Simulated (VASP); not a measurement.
# LiF (P6_3mc) in VASP: notebook

The runs below take LiF through single point, with LDA.

All numbers are computed with VASP 6.6.1; they aren't measurements. Logs are shortened: lines on timing, memory, paths and dates and some standing lists are left out, and cuts for length are marked.

### Step 1. The cell of the first run

Symmetry: P6_3mc, No. 186, hexagonal system. Conventional cell: a = 2.953 Å, b = 2.953 Å, c = 4.904 Å, α = 90.00°, β = 90.00°, γ = 120.00°. Li (site symmetry 3m) has 4 F at 1.70 to 1.86 Å within 2.3 Å. F (site symmetry 3m) has 4 Li at 1.70 to 1.86 Å within 2.3 Å.

### Step 2. Single point, LDA

The input, INCAR:

```
PREC     = Accurate       # precision mode
ENCUT    = 520            # plane-wave cutoff, eV
EDIFF    = 1E-6           # SCF threshold, eV
ISMEAR   = 0              # smearing method
SIGMA    = 0.05           # smearing width, eV
LREAL    = F              # projectors in reciprocal space
LASPH    = T              # aspherical terms in the spheres
NELM     = 80             # most SCF steps
ALGO     = Normal         # electronic algorithm
ISIF     = 2              # what is computed and relaxed
LWAVE    = F              # write WAVECAR
LCHARG   = F              # write CHGCAR
GGA      = CA             # functional
NBANDS   = 18             # bands
```

The input, KPOINTS:

```
Automatic mesh
0
Gamma
  9 9 6
```

The input, POSCAR:

```
LiF
1.0
    2.9533413869      0.0000000000      0.0000000000
   -1.4766706934      2.5576686671      0.0000000000
    0.0000000000      0.0000000000      4.9043187070
Li F
2 2
Direct
    0.3333333333      0.6666666667      0.3371874601
    0.6666666667      0.3333333333      0.8371874601
    0.3333333333      0.6666666667      0.9910195924
    0.6666666667      0.3333333333      0.4910195924
```

Potentials or basis: VASP PAW LDA potentials, release 64 (Li_sv, F).

On the command line:

```
> cat potpaw_LDA.64/Li_sv/POTCAR potpaw_LDA.64/F/POTCAR > POTCAR
> mpirun -np 1 vasp_std > vasp.out
```

OUTCAR:

```text
PREC = Accurate
   ENCUT = 520
   EDIFF = 1E-6
   ISMEAR = 0
   LREAL = F
   LASPH = T
   NELM = 80
   ISIF = 2
   GGA = CA

 ion  position               nearest neighbor table
   1  0.333  0.667  0.337-   3 1.70   4 1.86   4 1.86   4 1.86
   2  0.667  0.333  0.837-   4 1.70   3 1.86   3 1.86   3 1.86
   3  0.333  0.667  0.991-   1 1.70   2 1.86   2 1.86   2 1.86
   4  0.667  0.333  0.491-   2 1.70   1 1.86   1 1.86   1 1.86

  LATTYP: Found a hexagonal cell.
 ALAT       =     2.9533413869
 C/A-ratio  =     1.6606000000

  Lattice vectors:

 A1 = (   2.9533413869,   0.0000000000,   0.0000000000)
 A2 = (  -1.4766706934,   2.5576686671,   0.0000000000)
 A3 = (   0.0000000000,   0.0000000000,   4.9043187070)

Analysis of symmetry for initial positions (statically):
=====================================================================
 Subroutine PRICEL returns:
 Original cell was already a primitive cell.

 Routine SETGRP: Setting up the symmetry group for a
 hexagonal supercell.

 Subroutine GETGRP returns: Found 12 space group operations
 (whereof  6 operations were pure point group operations)
 out of a pool of 24 trial point group operations.

The static configuration has the point symmetry C_3v.
 The point group associated with its full space group is C_6v.

Analysis of symmetry for dynamics (positions and initial velocities):
=====================================================================
 Subroutine PRICEL returns:
 Original cell was already a primitive cell.

 Routine SETGRP: Setting up the symmetry group for a
 hexagonal supercell.

 Subroutine GETGRP returns: Found 12 space group operations
 (whereof  6 operations were pure point group operations)
 out of a pool of 24 trial point group operations.

The dynamic configuration has the point symmetry C_3v.
 The point group associated with its full space group is C_6v.

 Subroutine INISYM returns: Found 12 space group operations
 (whereof  6 operations are pure point group operations),
 and found     1 'primitive' translations

----------------------------------------------------------------------------------------

                                     Primitive cell

[... 90 lines left out ...]
   LSORBIT =      F    spin-orbit coupling
   LASPH  =      T    aspherical Exc in radial PAW
   ENCUT  =  520.0 eV  38.22 Ry    6.18 a.u.   5.49  5.49  9.12*2*pi/ulx,y,z
   NELM   =     80;   NELMIN=  2; NELMDL= -5     # of ELM steps
   EDIFF  = 0.1E-05   stopping-criterion for ELM
   LREAL  =      F    real-space projection
   EDIFFG = 0.1E-04   stopping-criterion for IOM
   NSW    =      0    number of steps for IOM
   IBRION =     -1    ionic relax: 0-MD 1-quasi-New 2-CG
   NFREE  =      0    steps in history (QN), initial steepest desc. (CG)
   ISIF   =      2    stress and relaxation
   ISYM   =      2    0-nonsym 1-usesym 2-fastsym
   POTIM  = 0.5000    time-step for ionic-motion
   TEBEG  =    0.0;   TEEND  =   0.0 temperature during run
   PSTRESS=    0.0 pullay stress
   NELECT =      20.0000    total number of electrons
   NUPDOWN=      -1.0000    fix difference up-down
   EMIN   =  10.00;   EMAX   =-10.00  energy-range for DOS
   EFERMI =   0.00;   METHOD = LEGACY
   ISMEAR =     0;   SIGMA  =   0.05  broadening in eV -4-tet -1-fermi 0-gaus
   EFERMI_NEDOS =   21; number of points for ismear=-14 and -15
   IALGO  =     38    algorithm
   IMIX   =      4    mixing-type and parameters
     AMIX     =   0.40;   BMIX     =  1.00
     AMIX_MAG =   1.60;   BMIX_MAG =  1.00
  volume/ion in A,a.u.               =       9.26        62.50
  Fermi-wavevector in a.u.,A,eV,Ry     =   1.333028  2.519058 24.177060  1.776964
  Thomas-Fermi vector in A             =   2.461918
   LORBIT       =      0    0 simple, 1 ext, 2 COOP (PROOUT), +10 PAW based schemes
   GGA     = CA    functional components
   LHFCALC =     F    Hartree Fock is set to
   AEXX    =    0.0000 exact exchange contribution
   IVDW    =     0    specifies the selected vdW correction
   LEPSILON=     F    determine dielectric tensor
   LRPA    =     F    only Hartree local field effects (RPA)
 non-spin polarized calculation
 Gauss-broadening in eV      SIGMA  =   0.05
  energy-cutoff  :      520.00
  volume of cell :       37.05
 maximum number of plane-waves:      1020
 NGX is ok and might be reduce to    24
   NGX = 11   NGY = 11   NGZ = 19

 number of electron      20.0000016 magnetization

 Free energy of the ion-electron system (eV)
  ---------------------------------------------------
  ext. energy  EPLUGINS =         0.00000000
  ---------------------------------------------------
  free energy    TOTEN  =       -20.69639799 eV

  energy without entropy =      -20.69639799  energy(sigma->0) =      -20.69639799

 E-fermi :  -2.1055     XC(G=0):  -9.8668

 val. band max:       -2.4275654357   @ k =   0.0000   0.0000   0.0000
 cond. band min:       5.4141379052   @ k =   0.0000   0.0000   0.0000
 fundamental gap:      7.8417033408
 Fermi energy:        -2.1055386443

 k-point     1 :       0.0000    0.0000    0.0000
  band No.  band energies     occupation
      1     -41.5764      2.00000
      2     -41.5113      2.00000
      3     -21.5455      2.00000
      4     -21.4401      2.00000
      5      -4.6942      2.00000
      6      -2.7799      2.00000
[... 481 lines left out ...]
      5      -4.5678      2.00000
      6      -3.9341      2.00000
[... 10 lines left out ...]
     17      16.9113      0.00000
     18      18.8586      0.00000

 [... further k-points ...]

------------------------ aborting loop because EDIFF is reached ----------------------------------------

  FORCE on cell =-STRESS in cart. coord.  units (eV):
  Direction    XX          YY          ZZ          XY          YZ          ZX
  --------------------------------------------------------------------------------------
  -------------------------------------------------------------------------------------
  Total       -0.3080740     -0.3080740      1.2612568     -0.0000000      0.0000000     -0.0000000
  in kB      -13.3238292    -13.3238292     54.5478328     -0.0000000      0.0000000     -0.0000000
  external PRESSURE =       9.3000581 kB  Pullay stress =       0.0000000 kB

 VOLUME and BASIS-vectors are now :
 -----------------------------------------------------------------------------
  energy-cutoff  :      520.00
  volume of cell :       37.05
      direct lattice vectors                 reciprocal lattice vectors
     2.953341387  0.000000000  0.000000000     0.338599528  0.195490529  0.000000000
    -1.476670693  2.557668667  0.000000000     0.000000000  0.390981057  0.000000000
     0.000000000  0.000000000  4.904318707     0.000000000  0.000000000  0.203901920

 POSITION                                       TOTAL-FORCE (eV/Angst)
 -----------------------------------------------------------------------------------
     -0.00000      1.70511      1.65367         0.000000      0.000000      0.812358
      1.47667      0.85256      4.10583        -0.000000     -0.000000      0.812358
     -0.00000      1.70511      4.86028         0.000000     -0.000000     -0.812358
      1.47667      0.85256      2.40812        -0.000000      0.000000     -0.812358
 -----------------------------------------------------------------------------------
    total drift:                               -0.000000     -0.000001     -0.001103

  FREE ENERGIE OF THE ION-ELECTRON SYSTEM (eV)
  ---------------------------------------------------
  free  energy   TOTEN  =       -20.6963979909 eV

  energy  without entropy=      -20.6963979909  energy(sigma->0) =      -20.69639799
```

OSZICAR:

```text
N       E                     dE             d eps       ncg     rms          rms(c)
DAV:   1     0.117142245981E+03    0.11714E+03   -0.11156E+04  1728   0.121E+03
DAV:   2    -0.119569669023E+02   -0.12910E+03   -0.12642E+03  1994   0.302E+02
DAV:   3    -0.220017082014E+02   -0.10045E+02   -0.99814E+01  3140   0.616E+01
DAV:   4    -0.221219843929E+02   -0.12028E+00   -0.12009E+00  2170   0.798E+00
DAV:   5    -0.221238782501E+02   -0.18939E-02   -0.18930E-02  2422   0.724E-01    0.702E+00
DAV:   6    -0.207222700123E+02    0.14016E+01   -0.36668E+00  1818   0.147E+01    0.217E+00
DAV:   7    -0.207053115747E+02    0.16958E-01   -0.13007E-01  1946   0.252E+00    0.139E+00
DAV:   8    -0.206972801734E+02    0.80314E-02   -0.47084E-02  2336   0.203E+00    0.331E-01
DAV:   9    -0.206962419856E+02    0.10382E-02   -0.65424E-03  2148   0.663E-01    0.911E-02
DAV:  10    -0.206964018955E+02   -0.15991E-03   -0.31682E-04  1904   0.155E-01    0.246E-02
DAV:  11    -0.206963980065E+02    0.38890E-05   -0.20753E-05  2454   0.460E-02    0.504E-03
DAV:  12    -0.206963979909E+02    0.15612E-07   -0.10029E-06  1678   0.990E-03
   1 F= -.20696398E+02 E0= -.20696398E+02  d E =-.113321E-21
```

stdout:

```text
POSCAR found type information on POSCAR LiF
 POSCAR found :  2 types and       4 ions
 scaLAPACK will be used
 LDA part: xc-table for (Slater(with rela. corr.)+CA(PZ))
 , standard interpolation
 POSCAR, INCAR and KPOINTS ok, starting setup
 FFT: planning ... GRIDC
 FFT: planning ... GRID_SOFT
 FFT: planning ... GRID
 WAVECAR not read
 entering main loop
```

It took 16 s on 1 thread of Intel Xeon Platinum 8259CL at 2.50GHz (Skylake/Cascade Lake), shared host; peak memory 0.15 GiB.

What came out:

```
Free energy            : -20.6964 eV
Largest force          : 0.812 eV/Å
Band gap on the k mesh : 7.84 eV
```

Forces on the atoms (eV/Å):
```
Li   0.000  0.000  0.812
Li   0.000  0.000  0.812
F    0.000  0.000 -0.812
F    0.000  0.000 -0.812
```

Caveat: the cutoff is under 1.25 times the usual one of these potentials, so pressure, stress and relaxed cells hold a basis-set (Pulay) error. A k mesh can miss the band edges.

### Step 3. Single point, LDA

The input, INCAR:

```
SYSTEM = LiF
PREC = Accurate ; ENCUT = 520
EDIFF = 1E-7 ; ISMEAR = 0
SIGMA = 0.05 ; LREAL = .FALSE.
LASPH = .TRUE. ; NELM = 100
ALGO = Normal ; ISIF = 2
LWAVE = .FALSE. ; LCHARG = .FALSE.
GGA = CA ; NBANDS = 18
```

The input, KPOINTS:

```
regular mesh
0
G
  9 9 6
  0 0 0
```

Changes to POSCAR since step 2:

```diff
@@ -8,4 +8,4 @@
 Direct
-    0.3333333333      0.6666666667      0.3371874601
-    0.6666666667      0.3333333333      0.8371874601
+    0.3333333333      0.6666666667      0.4120529761
+    0.6666666667      0.3333333333      0.9120529761
     0.3333333333      0.6666666667      0.9910195924
```

Potentials or basis: VASP PAW LDA potentials, release 64 (Li_sv, F).

On the command line:

```
> cat potpaw_LDA.64/Li_sv/POTCAR potpaw_LDA.64/F/POTCAR > POTCAR
> mpirun -np 1 vasp_std > vasp.out
```

It took 16 s on 1 thread of Intel Xeon Platinum 8259CL at 2.50GHz (Skylake/Cascade Lake), shared host; peak memory 0.15 GiB.

It converged, with:

```yaml
Free_energy: -20.6560 eV
Largest_force: 0.451 eV/Å
Band_gap_on_the_k_mesh: 7.75 eV
```

Forces on the atoms (eV/Å):
```
Li   0.000  0.000 -0.451
Li   0.000  0.000 -0.451
F    0.000  0.000  0.451
F    0.000  0.000  0.451
```

Levels at points of the mesh, in eV from the valence-band top:
| k point | band 6 | band 7 | band 8 | band 9 | band 10 | band 11 | band 12 | band 13 | band 14 | band 15 |
| --- | --- | --- | --- | --- | --- | --- | --- | --- | --- | --- |
| (0.00, 0.00, 0.00) | -0.58 | -0.58 | -0.32 | -0.32 | 0.00 | 7.75 | 11.80 | 15.47 | 19.02 | 19.02 |
| (0.00, 0.00, 0.50) | -1.42 | -0.45 | -0.45 | -0.45 | -0.45 | 9.52 | 9.52 | 17.29 | 17.29 | 19.31 |

Caveat: the cutoff is under 1.25 times the usual one of these potentials, so pressure, stress and relaxed cells hold a basis-set (Pulay) error. A k mesh can miss the band edges.
